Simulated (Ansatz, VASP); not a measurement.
**Two plane-wave programs on CsRe**

```
CELL_PARAMETERS angstrom
3.51193 0.00000 0.00000
0.00000 3.51193 0.00000
0.00000 0.00000 11.71079
ATOMIC_POSITIONS crystal
Cs 0.50000 0.00000 0.27212
Cs 0.00000 0.50000 0.72788
Re 0.50000 0.00000 0.97670
Re 0.00000 0.50000 0.02330
```

Alike in both runs: task relaxation of cell and atoms; functional PBE; k mesh 6 × 6 × 2; occupations gaussian, width 0.1 eV; no spin polarisation.

```csv
,VASP,Ansatz
version,VASP 6.6.1,Ansatz 0.2.0
potentials or method,"VASP PAW PBE potentials, release 64 (Cs_sv, Re), cutoff 600 eV","scalar-relativistic, plane waves, PAW"
valence electrons in the cell,32,48
```

Ansatz gave:

* gap on the k mesh at the Fermi level, each at its own relaxed structure (eV): none
* relaxed volume (Å³/atom): 37.05
* relaxed length of the cell vector where the two differ most in proportion (Å): 11.871

**Question.** Estimate VASP's values.

**Answer.** gap on the k mesh at the Fermi level, each at its own relaxed structure (eV): none; relaxed volume (Å³/atom): 36.44; relaxed length of the cell vector where the two differ most in proportion (Å): 11.714.

A gap of «none» marks a metal or a gap that the smearing closes. VASP's potentials hold 32 valence electrons a cell and Ansatz's 48, so a difference there can come from the potentials and not from the codes.

Spin-orbit coupling is off throughout.
